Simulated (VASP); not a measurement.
# Ni in VASP: single point with LDA

Aim: the single point of Ni with LDA.

Everything below comes from runs of VASP 6.6.1. Logs are shortened: lines on timing, memory, paths and dates and some standing lists are left out, and cuts for length are marked.

## Step 1: The cell of the first run

The cell holds a slab with vacuum, 5 atoms: a = 2.422 Å, b = 3.425 Å, c = 20.844 Å, α = 90.00°, β = 90.00°, γ = 90.00°.

## Step 2: Single point, LDA, collinear spin, ferromagnetic start

The input, INCAR:

```
PREC     = Accurate       # precision mode
ENCUT    = 520            # plane-wave cutoff, eV
EDIFF    = 1E-7           # SCF threshold, eV
ISMEAR   = -1             # smearing method
SIGMA    = 0.1            # smearing width, eV
LREAL    = F              # projectors in reciprocal space
LASPH    = T              # aspherical terms in the spheres
NELM     = 150            # most SCF steps
ALGO     = Normal         # electronic algorithm
ISIF     = 2              # what is computed and relaxed
LWAVE    = F              # write WAVECAR
LCHARG   = T              # write CHGCAR
ISPIN    = 2              # spin polarisation
MAGMOM   = 1 1 1 1 1      # initial moments
LORBIT   = 11             # projections on sites
LMAXMIX  = 4              # l up to which the mixer works
LDIPOL   = T            
IDIPOL   = 3            
DIPOL    = 0.5 0.5 0.500
LELF     = T              # ELF
LVHAR    = T            
LVACPOTAV= T            
NBANDS   = 37             # bands
```

The input, KPOINTS:

```
regular mesh
0
Gamma
  15 11 1
```

The input, POSCAR:

```
Ni
1.0
    2.4218354203      0.0000000000      0.0000000000
    0.0000000000      3.4249924972      0.0000000000
    0.0000000000      0.0000000000     20.8437000000
Ni
5
Direct
    0.0000000000      0.0000000000      0.3838097162
    0.5000000000      0.5000000000      0.4419048579
    0.0000000000      0.0000000000      0.5000000000
    0.5000000000      0.5000000000      0.5580951421
    0.0000000000      0.0000000000      0.6161902838
```

Potentials or basis: VASP PAW LDA potentials, release 64 (Ni).

The run is started by

```console
$ cat potpaw_LDA.64/Ni/POTCAR > POTCAR
$ mpirun -np 1 vasp_std > vasp.out
```

OUTCAR:

```text
PREC = Accurate
   ENCUT = 520
   EDIFF = 1E-7
   ISMEAR = -1
   LREAL = F
   LASPH = T
   NELM = 150
   ISIF = 2
   ISPIN = 2
   LORBIT = 11

 ion  position               nearest neighbor table
   1  0.000  0.000  0.384-   2 2.42   2 2.42   2 2.42   2 2.42   3 2.42
   2  0.500  0.500  0.442-   1 2.42   1 2.42   1 2.42   1 2.42   3 2.42   3 2.42   3 2.42   3 2.42
                             4 2.42
   3  0.000  0.000  0.500-   1 2.42   5 2.42   4 2.42   2 2.42   2 2.42   4 2.42   2 2.42   4 2.42
                             2 2.42   4 2.42
   4  0.500  0.500  0.558-   5 2.42   5 2.42   5 2.42   5 2.42   3 2.42   3 2.42   3 2.42   3 2.42
                             2 2.42
   5  0.000  0.000  0.616-   4 2.42   4 2.42   4 2.42   4 2.42   3 2.42

  LATTYP: Found a simple orthorhombic cell.
 ALAT       =     2.4218354203
 B/A-ratio  =     1.4142135624
 C/A-ratio  =     8.6065716214

  Lattice vectors:

 A1 = (   2.4218354203,   0.0000000000,   0.0000000000)
 A2 = (   0.0000000000,   3.4249924972,   0.0000000000)
 A3 = (   0.0000000000,   0.0000000000,  20.8437000000)

Analysis of symmetry for initial positions (statically):
=====================================================================
 Subroutine PRICEL returns:
 Original cell was already a primitive cell.

 Routine SETGRP: Setting up the symmetry group for a
 simple orthorhombic supercell.

 Subroutine GETGRP returns: Found  8 space group operations
 (whereof  8 operations were pure point group operations)
 out of a pool of  8 trial point group operations.

The static configuration has the point symmetry D_2h.

Analysis of symmetry for dynamics (positions and initial velocities):
=====================================================================
 Subroutine PRICEL returns:
 Original cell was already a primitive cell.

 Routine SETGRP: Setting up the symmetry group for a
 simple orthorhombic supercell.

 Subroutine GETGRP returns: Found  8 space group operations
 (whereof  8 operations were pure point group operations)
 out of a pool of  8 trial point group operations.

The dynamic configuration has the point symmetry D_2h.

Analysis of structural, dynamic, and magnetic symmetry:
=====================================================================
 Subroutine PRICEL returns:
 Original cell was already a primitive cell.

 Routine SETGRP: Setting up the symmetry group for a
 simple orthorhombic supercell.

 Subroutine GETGRP returns: Found  8 space group operations
 (whereof  8 operations were pure point group operations)
 out of a pool of  8 trial point group operations.

The overall configuration has the point symmetry D_2h.

[... 144 lines left out ...]
 number of electron      49.9999987 magnetization       3.2173382

 dipolmoment           0.000000      0.000000      0.000000 electrons x Angstroem

 Free energy of the ion-electron system (eV)
  ---------------------------------------------------
  ext. energy  EPLUGINS =         0.00000000
  ---------------------------------------------------
  free energy    TOTEN  =       -29.90823205 eV

  energy without entropy =      -29.59439565  energy(sigma->0) =      -29.75131385

 E-fermi :  -0.4949     XC(G=0):  -5.1806

 val. band max:       -0.4964255213   @ k =   0.2000   0.0909   0.0000
 cond. band min:      -0.4820794928   @ k =   0.1333   0.3636   0.0000
 fundamental gap:      0.0143460285
 Fermi energy:        -0.4949035451

 spin component 1

 k-point     1 :       0.0000    0.0000    0.0000
  band No.  band energies     occupation
      1      -9.1494      1.00000
      2      -6.9514      1.00000
      3      -5.1823      1.00000
      4      -4.8853      1.00000
      5      -4.4044      1.00000
      6      -4.3237      1.00000
[... 949 lines left out ...]
     36       9.8976      0.00000
     37      10.1066      0.00000

 [... further k-points ...]

 spin component 2

 k-point     1 :       0.0000    0.0000    0.0000
  band No.  band energies     occupation
      1      -9.0946      1.00000
      2      -6.8748      1.00000
      3      -4.8280      1.00000
      4      -4.5205      1.00000
      5      -4.0007      1.00000
      6      -3.8436      1.00000
[... 949 lines left out ...]
     36      10.0897      0.00000
     37      10.3375      0.00000

 [... further k-points ...]

------------------------ aborting loop because EDIFF is reached ----------------------------------------

  FORCE on cell =-STRESS in cart. coord.  units (eV):
  Direction    XX          YY          ZZ          XY          YZ          ZX
  --------------------------------------------------------------------------------------
  -------------------------------------------------------------------------------------
  Total       -3.5873920     -3.9494133     -2.1488951     -0.0000000      0.0000000      0.0000000
  in kB      -33.2437766    -36.5985685    -19.9134599     -0.0000000      0.0000000      0.0000000
  external PRESSURE =     -29.9186017 kB  Pullay stress =       0.0000000 kB

 VOLUME and BASIS-vectors are now :
 -----------------------------------------------------------------------------
  energy-cutoff  :      520.00
  volume of cell :      172.89
      direct lattice vectors                 reciprocal lattice vectors
     2.421835420  0.000000000  0.000000000     0.412909974  0.000000000  0.000000000
     0.000000000  3.424992497  0.000000000     0.000000000  0.291971443  0.000000000
     0.000000000  0.000000000 20.843700000     0.000000000  0.000000000  0.047976127

 POSITION                                       TOTAL-FORCE (eV/Angst)
 -----------------------------------------------------------------------------------
      0.00000      0.00000      8.00001         0.000000     -0.000000      0.772857
      1.21092      1.71250      9.21093         0.000000     -0.000000     -0.660417
      0.00000      0.00000     10.42185         0.000000     -0.000000     -0.000000
      1.21092      1.71250     11.63277         0.000000     -0.000000      0.660417
      0.00000      0.00000     12.84369         0.000000      0.000000     -0.772857
 -----------------------------------------------------------------------------------
    total drift:                                0.000000      0.000000      0.000000

  FREE ENERGIE OF THE ION-ELECTRON SYSTEM (eV)
  ---------------------------------------------------
  free  energy   TOTEN  =       -29.9082320457 eV

  energy  without entropy=      -29.5943956518  energy(sigma->0) =      -29.75131385

 vacuum level on the upper side and lower side of the slab         4.465         4.465

 total charge

# of ion       s       p       d       tot
------------------------------------------
    1        0.488   0.336   8.351   9.175
    2        0.527   0.533   8.351   9.411
    3        0.532   0.563   8.366   9.461
    4        0.527   0.533   8.351   9.411
    5        0.488   0.336   8.351   9.175
--------------------------------------------------
tot          2.563   2.302  41.769  46.634

 magnetization (x)

# of ion       s       p       d       tot
------------------------------------------
    1        0.001  -0.009   0.719   0.711
    2       -0.005  -0.018   0.606   0.583
    3       -0.004  -0.017   0.636   0.614
    4       -0.005  -0.018   0.606   0.583
    5        0.001  -0.009   0.719   0.711
--------------------------------------------------
tot         -0.014  -0.071   3.286   3.201
```

stdout:

```text
POSCAR found type information on POSCAR Ni
 POSCAR found :  1 types and       5 ions
 scaLAPACK will be used
 LDA part: xc-table for (Slater(with rela. corr.)+CA(PZ))
 , standard interpolation
 POSCAR, INCAR and KPOINTS ok, starting setup
 FFT: planning ... GRIDC
 FFT: planning ... GRID_SOFT
 FFT: planning ... GRID
 WAVECAR not read
 entering main loop
 -----------------------------------------------------------------------------
|                                                                             |
|           W    W    AA    RRRRR   N    N  II  N    N   GGGG   !!!           |
|           W    W   A  A   R    R  NN   N  II  NN   N  G    G  !!!           |
|           W    W  A    A  R    R  N N  N  II  N N  N  G       !!!           |
|           W WW W  AAAAAA  RRRRR   N  N N  II  N  N N  G  GGG   !            |
|           WW  WW  A    A  R   R   N   NN  II  N   NN  G    G                |
|           W    W  A    A  R    R  N    N  II  N    N   GGGG   !!!           |
|                                                                             |
|     Did not find any points to average over, which means that no vacuum     |
|     field-free region was found. Please increase the size of  your cell     |
|     in the dimension of the dipole correction to obtain accurate            |
|     workfunction values.                                                    |
|                                                                             |
 -----------------------------------------------------------------------------
```

Wall time 26 min (1 thread of Oxide Virtual Turin-like, shared host); peak memory 0.48 GiB.

What came out:

| Quantity | Value |
| --- | --- |
| Free energy | -29.9082 eV |
| Largest force | 0.773 eV/Å |
| Net moment | 3.22 μB per cell |
| Site moments | Ni +0.71, +0.58, +0.61 (each value once) μB |
| Valence electrons inside the program's atomic spheres | Ni 9.18, 9.41, 9.46 (each value once) |

Forces in eV/Å, atoms in the order of the input:
```
Ni   0.000  0.000  0.773
Ni   0.000  0.000 -0.660
Ni   0.000  0.000  0.000
Ni   0.000  0.000  0.660
Ni   0.000  0.000 -0.773
```
